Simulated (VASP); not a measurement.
Write the native input for VASP 6.6.1 that does the following.

| Property | Result |
| --- | --- |
| Task | single point |
| Functional | PBEsol |
| Potentials or basis | VASP PAW PBE potentials, release 64 (Li_sv, Nb_sv, O) |
| Cutoff | 520 eV |
| k mesh | 10 × 10 × 10 |
| Occupations | gaussian, width 0.05 eV |
| Spin | no spin polarisation |
| Dipole correction | no |
| Further INCAR settings | ALGO = Normal; EDIFF = 1e-06; NBANDS = 34 |

The structure of Li4NbO4 lies in POSCAR:

```
Li4NbO4
1.0
   -3.8119495391      3.8119495391      1.6301049253
    3.8119495391     -3.8119495391      1.6301049253
    3.8119495391      3.8119495391     -1.6301049253
Li Nb O
4 1 4
Direct
    0.3607161967      0.0776443859      0.4383605826
    0.8426719780      0.3341549847      0.1768269627
    0.1573280220      0.6658450153      0.8231730373
    0.6658450153      0.8426719780      0.5085169933
    0.0000000000      0.0000000000      0.0000000000
    0.7589255465      0.0797104317      0.8386359782
    0.9202895683      0.7589255465      0.6792151148
    0.0797104317      0.2410744535      0.3207848852
    0.2410744535      0.9202895683      0.1613640218
```

This cell differs from its parent crystal: atom 1 (Li) moved by -0.608 Å along [1 0 0] and -0.203 Å along [0 1 0].

One way to write it, as run:

INCAR

```
PREC     = Accurate       # precision mode
ENCUT    = 520            # plane-wave cutoff, eV
EDIFF    = 1E-6           # SCF threshold, eV
ISMEAR   = 0              # smearing method
SIGMA    = 0.05           # smearing width, eV
LREAL    = False          # projectors in reciprocal space
LASPH    = True           # aspherical terms in the spheres
NELM     = 100            # most SCF steps
ALGO     = Normal         # electronic algorithm
ISIF     = 2              # what is computed and relaxed
LWAVE    = False          # write WAVECAR
LCHARG   = False          # write CHGCAR
GGA      = PS             # functional
NBANDS   = 34             # bands
```

KPOINTS

```
regular mesh
0
Gamma
  10 10 10
```

Potentials or basis: VASP PAW PBE potentials, release 64 (Li_sv, Nb_sv, O).

The run is started by

```bash
$ cat potpaw_PBE.64/Li_sv/POTCAR potpaw_PBE.64/Nb_sv/POTCAR potpaw_PBE.64/O/POTCAR > POTCAR
$ mpirun -np 1 vasp_std > vasp.out
```

Results of the run:

```json
{
  "Largest force": "5.637 eV/Å",
  "Band gap on the k mesh": "zero (an odd number of electrons rules out a gap without spin polarisation)"
}
```

Caveat: the cell differs from its parent crystal (atom 1 (Li) moved by -0.608 Å along [1 0 0] and -0.203 Å along [0 1 0]); the PAW data sets were made with another functional, which shifts forces and pressure a little; an odd number of electrons without spin polarisation forces a metal; a magnetic or distorted state may lie lower.

Run time: 34 min on 1 thread of Oxide Virtual Turin-like Processor, with other jobs on the host, peak memory 0.77 GiB.
